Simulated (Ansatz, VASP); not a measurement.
**One calculation of Al2GaP2, two programs**

```
CELL_PARAMETERS angstrom
3.37348 0.00000 0.00000
0.00000 3.37348 0.00000
0.00000 0.00000 8.78512
ATOMIC_POSITIONS crystal
Al 0.00000 0.00000 0.39781
Al 0.50000 0.50000 0.06374
Ga 0.50000 0.50000 0.53180
P 0.00000 0.00000 0.13206
P 0.50000 0.50000 0.79442
```

Alike in both runs: functional PBE; k mesh 12 × 12 × 4; occupations gaussian, width 0.1 eV; no spin polarisation.

Ansatz relaxed the structure, and its values are those at the end. VASP's run is a single point on that final structure, the one shown.

|  | VASP | Ansatz |
| --- | --- | --- |
| version | VASP 6.6.1 | Ansatz 0.2.0 |
| potentials or method | VASP PAW PBE potentials, release 64 (Al, Ga_d, P), cutoff 520 eV | scalar-relativistic, plane waves, PAW |
| valence electrons in the cell | 29 | 29 |

```tsv
	VASP	Ansatz	Ansatz less VASP
gap on the k mesh at the Fermi level (eV)	none	none	-
pressure (GPa)	0.0	0.0	+0.04
rms of the force components (eV/Å)	0.005	0.002	-0.0029
```

A gap of «none» marks a metal or a gap that the smearing closes. The functional is the same, so the differences come from potentials, cutoffs and numerics.
